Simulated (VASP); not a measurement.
# Pt (P2_1/m) in VASP: further runs, part 2 of 2

VASP 6.6.1. The steps go on from the part before.

## Step 5: Single point, LDA (mode 1 frozen in at -0.130 Å and mode 2 at -0.104 Å (largest displacements))

INCAR

```
SYSTEM = Pt
PREC = Accurate ; ENCUT = 520
EDIFF = 1E-6 ; ISMEAR = 0
SIGMA = 0.15 ; LREAL = .FALSE.
LASPH = .TRUE. ; NELM = 80
ALGO = Fast ; ISIF = 2
LWAVE = .FALSE. ; LCHARG = .TRUE.
LELF = .TRUE. ; LVHAR = .TRUE.
NBANDS = 28
```

KPOINTS

```
regular mesh
0
G
  18 18 6
  0 0 0
```

POSCAR

```
Pt
1.0
    2.7082945870      0.0000000000      0.0000000000
   -1.3541472935      2.3454519133      0.0000000000
    0.0000000000      0.0000000000      9.3530207388
Pt
4
Direct
    0.5964954124      0.2889921983      0.3750000000
    0.5964954124      0.2889921983      0.8750000000
    0.4035045876      0.7110078017      0.1250000000
    0.4035045876      0.7110078017      0.6250000000
```

Potentials or basis: VASP PAW LDA potentials, release 64 (Pt).

Command:

```sh
$ cat potpaw_LDA.64/Pt/POTCAR > POTCAR
$ mpirun -np 1 vasp_std > vasp.out
```

OUTCAR:

```text
SYSTEM = Pt
   PREC = Accurate
   ENCUT = 520
   EDIFF = 1E-6
   ISMEAR = 0
   LREAL = .FALSE.
   LASPH = .TRUE.
   NELM = 80
   ISIF = 2

 ion  position               nearest neighbor table
   1  0.596  0.289  0.375-   3 2.72   4 2.72   3 2.76   4 2.76   3 3.01   4 3.01
   2  0.596  0.289  0.875-   3 2.72   4 2.72   3 2.76   4 2.76   3 3.01   4 3.01
   3  0.404  0.711  0.125-   1 2.72   2 2.72   1 2.76   2 2.76   1 3.01   2 3.01
   4  0.404  0.711  0.625-   1 2.72   2 2.72   1 2.76   2 2.76   1 3.01   2 3.01

  LATTYP: Found a hexagonal cell.
 ALAT       =     2.7082945870
 C/A-ratio  =     3.4534724486
[... 963 lines left out ...]
  --------------------------------------------------------------------------------------
  -------------------------------------------------------------------------------------
  Total        0.3085395      0.5235918      0.7655509      0.1600173      0.0000000      0.0000000
  in kB        8.3204545     14.1198171     20.6447838      4.3152236      0.0000000      0.0000000
  external PRESSURE =      14.3616851 kB  Pullay stress =       0.0000000 kB

 VOLUME and BASIS-vectors are now :
 -----------------------------------------------------------------------------
  energy-cutoff  :      520.00
  volume of cell :       59.41
      direct lattice vectors                 reciprocal lattice vectors
     2.708294587  0.000000000  0.000000000     0.369236052  0.213178534  0.000000000
    -1.354147294  2.345451913  0.000000000     0.000000000  0.426357068  0.000000000
     0.000000000  0.000000000  9.353020739     0.000000000  0.000000000  0.106917329

 POSITION                                       TOTAL-FORCE (eV/Angst)
 -----------------------------------------------------------------------------------
      1.22415      0.67782      3.50738        -0.211483      0.016558      0.000000
      1.22415      0.67782      8.18389        -0.211483      0.016558     -0.000000
      0.13000      1.66763      1.16913         0.211483     -0.016558      0.000000
      0.13000      1.66763      5.84564         0.211483     -0.016558      0.000000
 -----------------------------------------------------------------------------------
    total drift:                               -0.000000      0.000000     -0.000000

  FREE ENERGIE OF THE ION-ELECTRON SYSTEM (eV)
  ---------------------------------------------------
  free  energy   TOTEN  =       -29.8528196312 eV

  energy  without entropy=      -29.7908926941  energy(sigma->0) =      -29.82185616
```

stdout:

```text
POSCAR found type information on POSCAR Pt
 POSCAR found :  1 types and       4 ions
 scaLAPACK will be used
 LDA part: xc-table for (Slater(with rela. corr.)+CA(PZ))
 , standard interpolation
 POSCAR, INCAR and KPOINTS ok, starting setup
 FFT: planning ... GRIDC
 FFT: planning ... GRID_SOFT
 FFT: planning ... GRID
 WAVECAR not read
 entering main loop
```

Run time: 8.4 min. Hardware: 1 thread of AMD EPYC 9R45 (Zen 5), shared host; peak memory 0.76 GiB.

What came out:

* Free energy: -29.8528 eV
* Pressure: 1.4 GPa
* Largest force: 0.212 eV/Å
* Band gap on the k mesh: zero (band 20 reaches 12.00 eV, above the bottom of band 21 at 10.43 eV)

Forces on the atoms (eV/Å):
```
Pt  -0.211  0.017  0.000
Pt  -0.211  0.017  0.000
Pt   0.211 -0.017  0.000
Pt   0.211 -0.017  0.000
```

Stress tensor (GPa, compression positive):
```
0.83 0.43 0.00
0.43 1.41 0.00
0.00 0.00 2.06
```

Caveat: the cell differs from its parent crystal (mode 1 frozen in at -0.130 Å and mode 2 at -0.104 Å (largest displacements)); spin-orbit coupling is left out, which moves the levels of the heavy elements.

## Step 6: Single point, LDA (mode 1 frozen in at -0.130 Å and mode 2 at +0.052 Å (largest displacements))

INCAR

```
SYSTEM = Pt
ALGO = Fast
EDIFF = 1E-6
ENCUT = 520
GGA = CA
ISIF = 2
ISMEAR = 0
LASPH = .TRUE.
LCHARG = .FALSE.
LREAL = .FALSE.
LWAVE = .FALSE.
NBANDS = 28
NELM = 60
PREC = Accurate
SIGMA = 0.15
```

KPOINTS

```
k-points
0
G
  18 18 6
  0 0 0
```

POSCAR

```
Pt
1.0
    2.7082945870      0.0000000000      0.0000000000
   -1.3541472935      2.3454519133      0.0000000000
    0.0000000000      0.0000000000      9.3530207388
Pt
4
Direct
    0.6297512637      0.3555039008      0.3750000000
    0.6297512637      0.3555039008      0.8750000000
    0.3702487363      0.6444960992      0.1250000000
    0.3702487363      0.6444960992      0.6250000000
```

Potentials or basis: VASP PAW LDA potentials, release 64 (Pt).

Command:

```sh
$ cat potpaw_LDA.64/Pt/POTCAR > POTCAR
$ mpirun -np 1 vasp_std > vasp.out
```

It took 8.4 min on 1 thread of AMD EPYC 9R45 (Zen 5), shared host; peak memory 0.75 GiB.

The run converged. Its results:

- Free energy: -29.7577 eV
- Pressure: 2.1 GPa
- Largest force: 0.249 eV/Å
- Band gap on the k mesh: zero (band 20 reaches 12.06 eV, above the bottom of band 21 at 10.53 eV)

Forces in eV/Å, atoms in the order of the input:
```
Pt   0.181 -0.170  0.000
Pt   0.181 -0.170  0.000
Pt  -0.181  0.170  0.000
Pt  -0.181  0.170  0.000
```

Stress tensor (GPa, compression positive):
```
 1.94 -1.52  0.00
-1.52  0.00  0.00
 0.00  0.00  4.44
```

Levels at points of the mesh, in eV from the Fermi level:
```csv
k point,band 16,band 17,band 18,band 19,band 20,band 21,band 22,band 23,band 24,band 25
"(0.00, 0.00, 0.00)",-2.46,-1.36,-1.05,-1.05,-0.95,-0.88,-0.74,-0.74,0.13,5.25
"(0.50, 0.00, 0.00)",-0.19,0.42,0.44,0.45,0.45,1.96,2.22,2.22,4.29,6.47
"(0.00, 0.50, 0.00)",-0.32,0.38,0.45,0.45,0.47,2.02,2.02,2.13,4.15,6.65
"(0.50, 0.50, 0.00)",-0.01,0.22,0.43,0.43,0.65,0.85,0.85,3.03,3.31,7.37
"(0.00, 0.00, 0.50)",-2.85,-1.95,-1.95,-1.09,-1.09,-0.76,-0.76,-0.21,-0.21,8.02
"(0.50, 0.00, 0.50)",-0.23,0.44,0.44,0.44,0.44,0.86,0.86,3.81,3.81,6.73
"(0.00, 0.50, 0.50)",-0.45,0.41,0.41,0.47,0.47,1.07,1.07,3.65,3.65,6.92
"(0.50, 0.50, 0.50)",-0.68,0.28,0.28,0.58,0.58,2.18,2.18,2.72,2.72,7.87
```

Caveat: the cell differs from its parent crystal (mode 1 frozen in at -0.130 Å and mode 2 at +0.052 Å (largest displacements)); spin-orbit coupling is left out, which moves the levels of the heavy elements.
